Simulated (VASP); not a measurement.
# Pb in VASP: further runs, part 2 of 2

VASP 6.6.1.

**4. Single point, PBE (strained)**

INCAR

```
SYSTEM = Pb
ALGO     = Fast           ! electronic algorithm
EDIFF    = 1E-7           ! SCF threshold, eV
ENCUT    = 520            ! plane-wave cutoff, eV
GGA      = PE             ! functional
ISIF     = 2              ! what is computed and relaxed
ISMEAR   = 0              ! smearing method
LASPH    = .TRUE.         ! aspherical terms in the spheres
LCHARG   = .FALSE.        ! write CHGCAR
LREAL    = .FALSE.        ! projectors in reciprocal space
LWAVE    = .FALSE.        ! write WAVECAR
NBANDS   = 21             ! bands
NELM     = 100            ! most SCF steps
PREC     = Accurate       ! precision mode
SIGMA    = 0.1            ! smearing width, eV
```

KPOINTS

```
k-points
0
G
  15 15 8
  0 0 0
```

POSCAR

```
Pb
1.0
    3.5869411118      0.0000000000      0.0000000000
   -1.7934705559      3.1063821247      0.0000000000
    0.0000000000      0.0000000000      5.4263807000
Pb
2
Direct
    0.3333333333      0.6666666667      0.2500000000
    0.6666666667      0.3333333333      0.7500000000
```

Command:

```bash
> cat potpaw_PBE.64/Pb_d/POTCAR > POTCAR
> mpirun -np 1 vasp_std > vasp.out
```

Run time: 77 s. Hardware: 1 thread of Intel Xeon 6975P-C (Granite Rapids), shared host; peak memory 0.27 GiB.

The run converged. Its results:

* Free energy: -7.0305 eV
* Pressure: 2.6 GPa
* Band gap on the k mesh: zero (bands 14 and 15 overlap by 7.11 eV)

Stress tensor (GPa, compression positive):
```
1.07 0.00 0.00
0.00 1.07 0.00
0.00 0.00 5.71
```

Levels at points of the mesh, in eV from the Fermi level:
| k point | band 12 | band 13 | band 14 | band 15 | band 16 | band 17 |
| --- | --- | --- | --- | --- | --- | --- |
| (0.00, 0.00, 0.00) | -7.43 | -3.97 | 4.77 | 4.77 | 6.80 | 6.80 |
| (0.00, 0.00, 0.50) | -10.39 | 1.70 | 1.70 | 5.76 | 5.76 | 5.76 |

Caveat: the cell differs from its parent crystal (strained); spin-orbit coupling is left out, which moves the levels of the heavy elements.

**5. Single point, PBE (strained and its atoms moved)**

INCAR

```
PREC = Accurate
ENCUT = 520
EDIFF = 1E-6
ISMEAR = 0
SIGMA = 0.1
LREAL = False
LASPH = True
NELM = 100
ALGO = Fast
ISIF = 2
LWAVE = False
LCHARG = True
GGA = PE
LELF = True
LVHAR = True
NBANDS = 21
```

KPOINTS

```
regular mesh
0
Gamma
  12 12 8
```

POSCAR

```
Pb
1.0
    3.4836198913      0.0000000000      0.0000000000
   -1.7418099457      3.0169033230      0.0000000000
    0.0000000000      0.0000000000      5.2604136000
Pb
2
Direct
    0.3333333333      0.6666666667      0.2607334526
    0.6666666667      0.3333333333      0.7392665474
```

Potentials or basis: VASP PAW PBE potentials, release 64 (Pb_d).

Command:

```bash
> cat potpaw_PBE.64/Pb_d/POTCAR > POTCAR
> mpirun -np 1 vasp_std > vasp.out
```

OUTCAR:

```text
PREC = Accurate
   ENCUT = 520
   EDIFF = 1E-6
   ISMEAR = 0
   LREAL = False
   LASPH = True
   NELM = 100
   ISIF = 2
   GGA = PE

 ion  position               nearest neighbor table
   1  0.333  0.667  0.261-   2 3.22   2 3.22   2 3.22   2 3.40   2 3.40   2 3.40
   2  0.667  0.333  0.739-   1 3.22   1 3.22   1 3.22   1 3.40   1 3.40   1 3.40

  LATTYP: Found a hexagonal cell.
 ALAT       =     3.4836198913
 C/A-ratio  =     1.5100423594

  Lattice vectors:

 A1 = (   3.4836198913,   0.0000000000,   0.0000000000)
 A2 = (  -1.7418099457,   3.0169033230,   0.0000000000)
 A3 = (   0.0000000000,   0.0000000000,   5.2604136000)

Analysis of symmetry for initial positions (statically):
=====================================================================
 Subroutine PRICEL returns:
 Original cell was already a primitive cell.

 Routine SETGRP: Setting up the symmetry group for a
 hexagonal supercell.

 Subroutine GETGRP returns: Found 12 space group operations
 (whereof 12 operations were pure point group operations)
 out of a pool of 24 trial point group operations.

[... 160 lines left out ...]
  free energy    TOTEN  =        -6.82599642 eV

  energy without entropy =       -6.81836747  energy(sigma->0) =       -6.82218194

 E-fermi :   8.3125     XC(G=0): -10.6316

 val. band max:        8.3071319533   @ k =  -0.1667   0.5000   0.3750
 cond. band min:       8.3171803157   @ k =   0.0000   0.1667   0.3750
 fundamental gap:      0.0100483624
 Fermi energy:         8.3125398596

 k-point     1 :       0.0000    0.0000    0.0000
  band No.  band energies     occupation
      1      -8.8725      2.00000
      2      -8.7830      2.00000
      3      -8.7830      2.00000
      4      -8.7658      2.00000
      5      -8.7658      2.00000
      6      -8.7371      2.00000
[... 565 lines left out ...]
     20      18.1998      0.00000
     21      19.2612      0.00000

 [... further k-points ...]

------------------------ aborting loop because EDIFF is reached ----------------------------------------

  FORCE on cell =-STRESS in cart. coord.  units (eV):
  Direction    XX          YY          ZZ          XY          YZ          ZX
  --------------------------------------------------------------------------------------
  -------------------------------------------------------------------------------------
  Total        2.4526294      2.4526294      3.9801516     -0.0000000      0.0000000      0.0000000
  in kB       71.0772243     71.0772243    115.3448329     -0.0000000      0.0000000      0.0000000
  external PRESSURE =      85.8330939 kB  Pullay stress =       0.0000000 kB

 VOLUME and BASIS-vectors are now :
 -----------------------------------------------------------------------------
  energy-cutoff  :      520.00
  volume of cell :       55.29
      direct lattice vectors                 reciprocal lattice vectors
     3.483619891  0.000000000  0.000000000     0.287057725  0.165732855  0.000000000
    -1.741809946  3.016903323  0.000000000     0.000000000  0.331465709  0.000000000
     0.000000000  0.000000000  5.260413600     0.000000000  0.000000000  0.190099121

 POSITION                                       TOTAL-FORCE (eV/Angst)
 -----------------------------------------------------------------------------------
     -0.00000      2.01127      1.37157         0.000000     -0.000000     -0.517695
      1.74181      1.00563      3.88885        -0.000000      0.000000      0.517695
 -----------------------------------------------------------------------------------
    total drift:                                0.000000     -0.000000     -0.000000

  FREE ENERGIE OF THE ION-ELECTRON SYSTEM (eV)
  ---------------------------------------------------
  free  energy   TOTEN  =        -6.8259964166 eV

  energy  without entropy=       -6.8183674724  energy(sigma->0) =       -6.82218194
```

stdout:

```text
POSCAR found type information on POSCAR Pb
 POSCAR found :  1 types and       2 ions
 scaLAPACK will be used
 LDA part: xc-table for (Slater+PW92), standard interpolation
 POSCAR, INCAR and KPOINTS ok, starting setup
 FFT: planning ... GRIDC
 FFT: planning ... GRID_SOFT
 FFT: planning ... GRID
 WAVECAR not read
 entering main loop
```

It took 3 min on 1 thread of AMD EPYC 7R13, shared host; peak memory 0.23 GiB.

What came out:

- Free energy: -6.8260 eV
- Pressure: 8.6 GPa
- Largest force: 0.518 eV/Å
- Band gap on the k mesh: zero (bands 14 and 15 overlap by 7.84 eV)

Forces in eV/Å, atoms in the order of the input:
```
Pb   0.000  0.000 -0.518
Pb   0.000  0.000  0.518
```

Caveat: the cell differs from its parent crystal (strained and its atoms moved); the cell stands under pressure; spin-orbit coupling is left out, which moves the levels of the heavy elements.

**6. Single point, PBE (strained and its atoms moved)**

INCAR

```
PREC = Accurate
ENCUT = 520
EDIFF = 1E-6
ISMEAR = 0
SIGMA = 0.1
LREAL = F
LASPH = T
NELM = 100
ALGO = Fast
ISIF = 2
LWAVE = F
LCHARG = F
GGA = PE
NBANDS = 21
```

KPOINTS is that of step 5.

POSCAR

```
Pb
1.0
    3.5701327085     -0.0512952102     -0.0088392018
   -1.8294893094      3.0661788770      0.0088498413
   -0.0141986000      0.0082173000      5.5195101000
Pb
2
Direct
    0.3302023790      0.6697976210      0.2458281603
    0.6697976210      0.3302023790      0.7541718397
```

Potentials or basis: VASP PAW PBE potentials, release 64 (Pb_d).

Command:

```bash
> cat potpaw_PBE.64/Pb_d/POTCAR > POTCAR
> mpirun -np 1 vasp_std > vasp.out
```

It took 6.7 min on 1 thread of AMD EPYC 7R13, shared host; peak memory 0.39 GiB.

Results (log left out):

```yaml
Free_energy: -7.0382 eV
Pressure: 3.1 GPa
Largest_force: 0.136 eV/Å
Band_gap_on_the_k_mesh: zero (bands 14 and 15 overlap by 7.27 eV)
```

Forces in eV/Å, atoms in the order of the input:
```
Pb   0.038 -0.022  0.129
Pb  -0.038  0.022 -0.129
```

Stress tensor (GPa, compression positive):
```
 2.05  0.24  0.08
 0.24  2.32 -0.05
 0.08 -0.05  4.86
```

Levels at points of the mesh, in eV from the Fermi level:
```csv
k point,band 10,band 11,band 12,band 13,band 14,band 15,band 16,band 17,band 18,band 19
"(0.00, 0.00, 0.00)",-16.73,-11.79,-7.67,-4.07,5.00,5.33,6.71,7.46,8.40,8.58
"(0.50, 0.00, 0.00)",-16.71,-8.32,-7.14,-2.64,-1.13,-0.31,1.59,1.84,5.50,5.85
"(0.50, 0.50, 0.00)",-16.70,-8.67,-7.16,-2.80,-1.12,-0.71,1.91,2.15,6.16,6.29
"(0.00, 0.00, 0.50)",-16.79,-10.59,-10.35,1.30,1.48,5.84,5.88,6.25,6.44,8.98
"(0.50, 0.00, 0.50)",-16.72,-7.51,-7.43,-3.71,-3.62,2.99,3.20,3.89,3.91,6.85
"(0.50, 0.50, 0.50)",-16.74,-7.83,-7.65,-3.76,-3.63,3.57,3.79,3.83,3.99,7.17
```

Caveat: the cell differs from its parent crystal (strained and its atoms moved); the cell stands under pressure; spin-orbit coupling is left out, which moves the levels of the heavy elements.

**7. The runs side by side**

```tsv
cell	k mesh	further INCAR settings	gap on the mesh (eV)	pressure (GPa)	largest force (eV/Å)
a = 3.470, b = 3.470, c = 5.239 Å, angles 90.0, 90.0, 120.0°, 2 atoms, atomic positions A	15 × 15 × 8	ALGO = Fast; EDIFF = 1e-07; NBANDS = 21	none	9.1	-
a = 3.477, b = 3.477, c = 5.753 Å, angles 90.0, 90.0, 120.0°, 2 atoms, atomic positions A	15 × 15 × 8	ALGO = Fast; EDIFF = 1e-07; NBANDS = 21	none	2.5	-
a = 3.587, b = 3.587, c = 5.426 Å, angles 90.0, 90.0, 120.0°, 2 atoms, atomic positions A	15 × 15 × 8	ALGO = Fast; EDIFF = 1e-07; NBANDS = 21	none	2.6	-
a = 3.484, b = 3.484, c = 5.260 Å, angles 90.0, 90.0, 120.0°, 2 atoms, atomic positions B	12 × 12 × 8	ALGO = Fast; EDIFF = 1e-06; NBANDS = 21	none	8.6	0.52
a = 3.571, b = 3.571, c = 5.520 Å, angles 89.7, 90.3, 121.6°, 2 atoms, atomic positions C	12 × 12 × 8	ALGO = Fast; EDIFF = 1e-06; NBANDS = 21	none	3.1	0.14
```

Alike in all rows: task single point; level PBE; potentials or basis VASP PAW PBE potentials, release 64 (Pb_d); no spin polarisation; cutoff (eV) 520; smearing gaussian 0.1 eV.

Caveats: spin-orbit coupling is left out, which moves the levels of the heavy elements; the cell stands under pressure (at least some runs).

Absolute energies hang on the potentials; compare differences alone.
